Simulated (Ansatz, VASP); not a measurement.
# Two plane-wave programs on GdSbTe3

```
Gd Sb Te
1.0
     5.86646    0.00000    0.00000
     0.00000    5.86646    0.00000
     0.00000    0.00000    5.86646
Gd Sb Te
1 1 3
Direct
  0.50000 0.50000 0.50000
  0.00000 0.00000 0.00000
  0.50000 0.00000 0.50000
  0.50000 0.50000 0.00000
  0.00000 0.50000 0.50000
```

Change from the starting cell: species swapped into the SrTiO3 type (Pm-3m, No. 221).

Alike in both runs: functional PBE; k mesh 6 × 6 × 6; occupations gaussian, width 0.1 eV; collinear spin.

Ansatz relaxed the structure, and its values are those at the end. VASP's run is a single point on that final structure, the one shown.

|  | VASP | Ansatz |
| --- | --- | --- |
| version | VASP 6.6.1 | Ansatz 0.2.0 |
| potentials or method | VASP PAW PBE potentials, release 64 (Gd, Sb, Te), cutoff 520 eV | scalar-relativistic, plane waves, PAW |
| valence electrons in the cell | 41 | 81 |

```csv
,VASP,Ansatz,Ansatz less VASP
gap on the k mesh at the Fermi level (eV),none,none,-
pressure (GPa),0.0,0.0,+0.02
net moment per atom (μB),1.51,1.51,+0.001
size of the moment on the site where the two differ most (μB),0.48,1.03,+0.550
```

Site moments also hang on the region over which each program counts them. A gap of «none» marks a metal or a gap that the smearing closes. VASP's potentials hold 41 valence electrons a cell and Ansatz's 81, so a difference there can come from the potentials and not from the codes.

Spin-orbit coupling is off throughout.
